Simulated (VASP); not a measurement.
# In8P7 (a cell with a defect) in VASP: single point with PBE

Aim: the single point of In8P7 (a cell with a defect) with PBE.

Everything below comes from runs of VASP 6.6.1. Logs are shortened: lines on timing, memory, paths and dates and some standing lists are left out, and cuts for length are marked.

### 1 The cell of the first run

The cell holds a defect, 15 atoms: a = 8.193 Å, b = 8.193 Å, c = 8.193 Å, α = 60.00°, β = 60.00°, γ = 60.00°.

### 2 Single point, PBE

Contents of INCAR:

```
SYSTEM = In8P7
ALGO = Normal
EDIFF = 1E-6
ENCUT = 520
GGA = PE
ISIF = 2
ISMEAR = -1
LASPH = .True.
LCHARG = .False.
LREAL = Auto
LWAVE = .False.
NBANDS = 82
NELM = 80
PREC = Accurate
SIGMA = 0.1
```

Contents of KPOINTS:

```
k-points
0
Gamma
  2 2 2
  0 0 0
```

Contents of POSCAR:

```
In8P7
1.0
    0.0000000000      5.7931160000      5.7931160000
    5.7931160000      0.0000000000      5.7931160000
    5.7931160000      5.7931160000      0.0000000000
P In
7 8
Direct
    0.1306681068      0.1299255012      0.1201262844
    0.1252547852      0.1247124173      0.6254389693
    0.1305740296      0.6194185478      0.1201694390
    0.1307015948      0.6193943812      0.6306377259
    0.6198840141      0.1299842779      0.1201446683
    0.6198943712      1.1300916467     -0.3692246107
    0.6198674427      0.6193563188      0.6307351691
   -0.0022099506     -0.0026616936      0.0076790280
   -0.0022048583     -0.0026906073      0.4980425042
   -0.0492488844      0.5162051822      0.0169168889
   -0.0022290249      0.5069591218      0.4980911827
    0.5169939632     -0.0503955039      0.0170939094
    0.5075220313     -0.0027310000      0.4980632185
    0.5168878027      0.5162863992      0.0170331476
    0.5170411744      0.5164228543      0.4501583431
```

Potentials or basis: VASP PAW PBE potentials, release 64 (P, In_d).

The run is started by

```console
$ cat potpaw_PBE.64/P/POTCAR potpaw_PBE.64/In_d/POTCAR > POTCAR
$ mpirun -np 1 vasp_std > vasp.out
```

OUTCAR:

```text
SYSTEM = In8P7
   EDIFF = 1E-6
   ENCUT = 520
   GGA = PE
   ISIF = 2
   ISMEAR = -1
   LASPH = .True.
   LREAL = Auto
   NELM = 80
   PREC = Accurate

 ion  position               nearest neighbor table
   1  0.131  0.130  0.120-   8 2.53   9 2.53  10 2.61  12 2.61
   2  0.125  0.125  0.625-   8 2.56  11 2.56   9 2.56  13 2.56
   3  0.131  0.619  0.120-   8 2.53  11 2.53  10 2.61  14 2.61
   4  0.131  0.619  0.631-  11 2.53   9 2.53  10 2.61  15 2.61
   5  0.620  0.130  0.120-   8 2.53  13 2.53  14 2.61  12 2.61
   6  0.620  0.130  0.631-   9 2.53  13 2.53  12 2.61  15 2.61
   7  0.620  0.619  0.631-  11 2.53  13 2.53  14 2.61  15 2.61
   8  0.998  0.997  0.008-   5 2.53   1 2.53   3 2.53   2 2.56  13 4.02   9 4.02  11 4.02
   9  0.998  0.997  0.498-   6 2.53   4 2.53   1 2.53   2 2.56  13 4.02  11 4.02   8 4.02
  10  0.951  0.516  0.017-   3 2.61   1 2.61   4 2.61  15 3.55  12 3.55  14 3.55
  11  0.998  0.507  0.498-   7 2.53   4 2.53   3 2.53   2 2.56  13 4.02   9 4.02   8 4.02
  12  0.517  0.950  0.017-   1 2.61   5 2.61   6 2.61  15 3.55  14 3.55  10 3.55
  13  0.508  0.997  0.498-   6 2.53   7 2.53   5 2.53   2 2.56  11 4.02   9 4.02   8 4.02
  14  0.517  0.516  0.017-   3 2.61   5 2.61   7 2.61  15 3.55  12 3.55  10 3.55
  15  0.517  0.516  0.450-   4 2.61   7 2.61   6 2.61  12 3.55  14 3.55  10 3.55

  LATTYP: Found a face centered cubic cell.
 ALAT       =    11.5862320000

  Lattice vectors:

 A1 = (   0.0000000000,   5.7931160000,   5.7931160000)
 A2 = (   5.7931160000,   0.0000000000,   5.7931160000)
 A3 = (   5.7931160000,   5.7931160000,   0.0000000000)

Analysis of symmetry for initial positions (statically):
=====================================================================
 Subroutine PRICEL returns:
 Original cell was already a primitive cell.

 Routine SETGRP: Setting up the symmetry group for a
 face centered cubic supercell.

 Subroutine GETGRP returns: Found  1 space group operations
 (whereof  1 operations were pure point group operations)
 out of a pool of 48 trial point group operations.

The static configuration has the point symmetry C_1 .

Analysis of symmetry for dynamics (positions and initial velocities):
=====================================================================
 Subroutine PRICEL returns:
 Original cell was already a primitive cell.

 Routine SETGRP: Setting up the symmetry group for a
 face centered cubic supercell.

 Subroutine GETGRP returns: Found  1 space group operations
 (whereof  1 operations were pure point group operations)
 out of a pool of 48 trial point group operations.

The dynamic configuration has the point symmetry C_1 .

 Subroutine INISYM returns: Found  1 space group operations
 (whereof  1 operations are pure point group operations),
 and found     1 'primitive' translations

----------------------------------------------------------------------------------------

                                     Primitive cell

  volume of cell :     388.8362

  direct lattice vectors                    reciprocal lattice vectors
     0.000000000  5.793116000  5.793116000    -0.086309337  0.086309337  0.086309337
     5.793116000  0.000000000  5.793116000     0.086309337 -0.086309337  0.086309337
     5.793116000  5.793116000  0.000000000     0.086309337  0.086309337 -0.086309337

  length of vectors
     8.192703216  8.192703216  8.192703216     0.149492157  0.149492157  0.149492157

  position of ions in fractional coordinates (direct lattice)
     0.130668107  0.129925501  0.120126284
     0.125254785  0.124712417  0.625438969
     0.130574030  0.619418548  0.120169439
     0.130701595  0.619394381  0.630637726
     0.619884014  0.129984278  0.120144668
     0.619894371  0.130091647  0.630775389
[... 25 lines left out ...]
                14          14
                15          15

----------------------------------------------------------------------------------------

 KPOINTS: k-points

Automatic generation of k-mesh.
 Grid dimensions read from file:
 generate k-points for:    2    2    2

 Generating k-lattice:

  Cartesian coordinates                     Fractional coordinates (reciprocal lattice)
    -0.043154668  0.043154668  0.043154668     0.500000000  0.000000000  0.000000000
     0.043154668 -0.043154668  0.043154668     0.000000000  0.500000000  0.000000000
     0.043154668  0.043154668 -0.043154668     0.000000000  0.000000000  0.500000000

  Length of vectors
     0.074746078  0.074746078  0.074746078

  Shift w.r.t. Gamma in fractional coordinates (k-lattice)
     0.000000000  0.000000000  0.000000000

 Subroutine IBZKPT returns following result:
 ===========================================

 Found      8 irreducible k-points:

 Following reciprocal coordinates:
            Coordinates               Weight
  0.000000  0.000000  0.000000      1.000000
  0.500000  0.000000  0.000000      1.000000
  0.000000  0.500000  0.000000      1.000000
  0.000000  0.000000  0.500000      1.000000
  0.500000  0.500000  0.500000      1.000000
  0.500000  0.500000  0.000000      1.000000
  0.000000  0.500000  0.500000      1.000000
  0.500000  0.000000  0.500000      1.000000
   k-points           NKPTS =      8   k-points in BZ     NKDIM =      8   number of bands    NBANDS=     82
   number of dos      NEDOS =    301   number of ions     NIONS =     15
   total plane-waves  NPLWV = 262144
   dimension x,y,z NGX =    64 NGY =   64 NGZ =   64
   dimension x,y,z NGXF=   128 NGYF=  128 NGZF=  128
   ions per type =               7   8
   NGX,Y,Z   is equivalent  to a cutoff of  12.99, 12.99, 12.99 a.u.
   NGXF,Y,Z  is equivalent  to a cutoff of  25.97, 25.97, 25.97 a.u.
 SYSTEM =  In8P7
   PREC   = accura    normal or accurate (medium, high low for compatibility)
   ISTART =      0    job   : 0-new  1-cont  2-samecut
   ICHARG =      2    charge: 1-file 2-atom 10-const
   ISPIN  =      1    spin polarized calculation?
   LNONCOLLINEAR =      F non collinear calculations
   LSORBIT =      F    spin-orbit coupling
   LASPH  =      T    aspherical Exc in radial PAW
   ENCUT  =  520.0 eV  38.22 Ry    6.18 a.u.  15.23 15.23 15.23*2*pi/ulx,y,z
   NELM   =     80;   NELMIN=  2; NELMDL= -5     # of ELM steps
   EDIFF  = 0.1E-05   stopping-criterion for ELM
   LREAL  =      T    real-space projection
   EDIFFG = 0.1E-04   stopping-criterion for IOM
   NSW    =      0    number of steps for IOM
   IBRION =     -1    ionic relax: 0-MD 1-quasi-New 2-CG
   NFREE  =      0    steps in history (QN), initial steepest desc. (CG)
   ISIF   =      2    stress and relaxation
   ISYM   =      2    0-nonsym 1-usesym 2-fastsym
   POTIM  = 0.5000    time-step for ionic-motion
   TEBEG  =    0.0;   TEEND  =   0.0 temperature during run
   PSTRESS=    0.0 pullay stress
   NELECT =     139.0000    total number of electrons
   NUPDOWN=      -1.0000    fix difference up-down
   EMIN   =  10.00;   EMAX   =-10.00  energy-range for DOS
   EFERMI =   0.00;   METHOD = LEGACY
   ISMEAR =    -1;   SIGMA  =   0.10  broadening in eV -4-tet -1-fermi 0-gaus
   EFERMI_NEDOS =   21; number of points for ismear=-14 and -15
   IALGO  =     38    algorithm
   IMIX   =      4    mixing-type and parameters
     AMIX     =   0.40;   BMIX     =  1.00
     AMIX_MAG =   1.60;   BMIX_MAG =  1.00
  volume/ion in A,a.u.               =      25.92       174.93
  Fermi-wavevector in a.u.,A,eV,Ry     =   1.161870  2.195616 18.367075  1.349942
  Thomas-Fermi vector in A             =   2.298437
   LORBIT       =      0    0 simple, 1 ext, 2 COOP (PROOUT), +10 PAW based schemes
   GGA     = PE    functional components
   LHFCALC =     F    Hartree Fock is set to
   AEXX    =    0.0000 exact exchange contribution
   IVDW    =     0    specifies the selected vdW correction
   LEPSILON=     F    determine dielectric tensor
   LRPA    =     F    only Hartree local field effects (RPA)
 non-spin polarized calculation
  energy-cutoff  :      520.00
  volume of cell :      388.84
 maximum number of plane-waves:     10489
 NGX is ok and might be reduce to    64
   NGX = 31   NGY = 31   NGZ = 31

 number of electron     139.0000003 magnetization

 Free energy of the ion-electron system (eV)
  ---------------------------------------------------
  ext. energy  EPLUGINS =         0.00000000
  ---------------------------------------------------
  free energy    TOTEN  =       -59.31015324 eV

  energy without entropy =      -59.15949868  energy(sigma->0) =      -59.23482596

 E-fermi :   4.8564     XC(G=0):  -9.2793

 val. band max:        4.6793646149   @ k =   0.0000   0.0000   0.5000
 cond. band min:       4.8864206570   @ k =   0.0000   0.0000   0.0000
 fundamental gap:      0.2070560421
 Fermi energy:         4.8563707048

 k-point     1 :       0.0000    0.0000    0.0000
  band No.  band energies     occupation
      1      -9.3155      2.00000
      2      -9.3155      2.00000
      3      -9.2708      2.00000
      4      -9.2467      2.00000
      5      -9.2466      2.00000
      6      -9.2465      2.00000
[... 661 lines left out ...]
     80       8.9180      0.00000
     81       9.3833      0.00000
 [bands above 81 left out]

------------------------ aborting loop because EDIFF is reached ----------------------------------------

  FORCE on cell =-STRESS in cart. coord.  units (eV):
  Direction    XX          YY          ZZ          XY          YZ          ZX
  --------------------------------------------------------------------------------------
  -------------------------------------------------------------------------------------
  Total        4.0007274      3.9831292      3.9974192      0.0035172     -0.0013734     -0.0095072
  in kB       16.4847691     16.4122569     16.4711382      0.0144925     -0.0056588     -0.0391740
  external PRESSURE =      16.4560547 kB  Pullay stress =       0.0000000 kB

 VOLUME and BASIS-vectors are now :
 -----------------------------------------------------------------------------
  energy-cutoff  :      520.00
  volume of cell :      388.84
      direct lattice vectors                 reciprocal lattice vectors
     0.000000000  5.793116000  5.793116000    -0.086309337  0.086309337  0.086309337
     5.793116000  0.000000000  5.793116000     0.086309337 -0.086309337  0.086309337
     5.793116000  5.793116000  0.000000000     0.086309337  0.086309337 -0.086309337

 POSITION                                       TOTAL-FORCE (eV/Angst)
 -----------------------------------------------------------------------------------
      1.44858      1.45288      1.50965         0.000216      0.001849     -0.003973
      4.34571      4.34886      1.44809        -0.000847     -0.001971     -0.000272
      4.28452      1.45259      4.34479         0.003312      0.001895     -0.000264
      7.24158      4.41053      4.34539         0.000313     -0.003965     -0.000260
      1.44903      4.28707      4.34407         0.000050      0.003246      0.000063
      4.40779      7.24528      4.34476        -0.003543      0.001749     -0.000379
      7.24193      7.24489      7.17897         0.000198      0.001923      0.003667
      5.82218      5.82480     11.55801         0.005233      0.014201     -0.005938
      8.66275      8.66556     11.55787        -0.009861     -0.007826     -0.008385
      3.08844      5.60581      8.49825        -0.008348      0.006830      0.008634
      5.82237      8.66570      8.71708         0.005408     -0.007112      0.007748
      5.60020      3.09403      8.49618         0.013773     -0.019026      0.015421
      8.66263      5.82547      8.71743        -0.006114      0.009280      0.005955
      3.08958      3.09307      5.98530        -0.012469     -0.014789     -0.013021
      5.59952      5.60310      5.98698         0.012679      0.013714     -0.008996
 -----------------------------------------------------------------------------------
    total drift:                               -0.002765     -0.012822      0.005333

  FREE ENERGIE OF THE ION-ELECTRON SYSTEM (eV)
  ---------------------------------------------------
  free  energy   TOTEN  =       -59.3101532448 eV

  energy  without entropy=      -59.1594986814  energy(sigma->0) =      -59.23482596
```

Wall time 16 min (1 thread of Intel Xeon 8259CL, shared host); peak memory 0.62 GiB.

What came out:

| Item | Value |
| --- | --- |
| Free energy | -59.3102 eV |
| Pressure | 1.6 GPa |
| Largest force | 0.028 eV/Å |
| Band gap on the k mesh | zero (an odd number of electrons rules out a gap without spin polarisation) |

Forces on the atoms (eV/Å):
```
P    0.000  0.002 -0.004
P   -0.001 -0.002  0.000
P    0.003  0.002  0.000
P    0.000 -0.004  0.000
P    0.000  0.003  0.000
P   -0.004  0.002  0.000
P    0.000  0.002  0.004
In   0.005  0.014 -0.006
In  -0.010 -0.008 -0.008
In  -0.008  0.007  0.009
In   0.005 -0.007  0.008
In   0.014 -0.019  0.015
In  -0.006  0.009  0.006
In  -0.012 -0.015 -0.013
In   0.013  0.014 -0.009
```

Caveat: the k points lie up to 0.47 Å⁻¹ apart, too coarse for converged energies and pressures of a metal; spin-orbit coupling is left out, which moves the levels of the heavy elements.

The gap in the log of VASP goes by the Fermi energy; the results here count the filled bands.